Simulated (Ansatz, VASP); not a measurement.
**Sc2I: VASP beside Ansatz**

```
Sc I
1.0
     4.98336    0.00000    0.00000
     0.00000    4.98336    0.00000
     0.00000    0.00000    6.44242
Sc I
4 2
Direct
  0.00000 0.50000 0.25000
  0.00000 0.50000 0.75000
  0.50000 0.00000 0.25000
  0.50000 0.00000 0.75000
  0.00000 0.00000 0.00000
  0.50000 0.50000 0.50000
```

Alike in both runs: functional PBE; k mesh 8 × 8 × 6; occupations gaussian, width 0.1 eV; no spin polarisation.

Ansatz relaxed the structure, and its values are those at the end. VASP's run is a single point on that final structure, the one shown.

```csv
,VASP,Ansatz
version,VASP 6.6.1,Ansatz 0.2.0
potentials or method,"VASP PAW PBE potentials, release 64 (Sc_sv, I), cutoff 520 eV","scalar-relativistic, plane waves, PAW"
valence electrons in the cell,58,78
```

```tsv
	VASP	Ansatz	Ansatz less VASP
gap on the k mesh at the Fermi level (eV)	none	none	-
pressure (GPa)	0.0	0.0	-0.03
```

A gap of «none» marks a metal or a gap that the smearing closes. VASP's potentials hold 58 valence electrons a cell and Ansatz's 78, so a difference there can come from the potentials and not from the codes.

Neither program's run includes spin-orbit coupling.
